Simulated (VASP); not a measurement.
Input of a VASP 6.6.1 run:

Contents of INCAR:

```
SYSTEM = Zr
ALGO = Normal
EDIFF = 1E-6
ENCUT = 500
GGA = PS
GGA_COMPAT = .False.
ISIF = 2
ISMEAR = 0
LASPH = .True.
LCHARG = .False.
LREAL = .False.
LWAVE = .False.
NBANDS = 25
NELM = 120
PREC = Accurate
SIGMA = 0.1
```

Contents of KPOINTS:

```
k-points
0
Gamma
  18 18 18
  0 0 0
```

File POSCAR:

```
Zr
1.0
    1.5874507759      0.9165151328      7.7126637808
   -1.5874507759      0.9165151328      7.7126637808
    0.0000000000     -1.8330302656      7.7126637808
Zr
3
Direct
    0.0000000000      0.0000000000      0.0000000000
    0.2227907223      0.2227907223      0.2227907223
    0.7772092777      0.7772092777      0.7772092777
```

Potentials or basis: VASP PAW PBE potentials, release 64 (Zr_sv).

Run with:

```bash
$ cat potpaw_PBE.64/Zr_sv/POTCAR > POTCAR
$ mpirun -np 1 vasp_std > vasp.out
```

Task: Predict the pressure.

Result: 0.1 GPa.

Task: What does it give for the band gap on the k mesh?

Result: Zero (bands 18 and 19 overlap by 1.22 eV).

Caveat: the PAW data sets were made with another functional, which shifts forces and pressure a little.
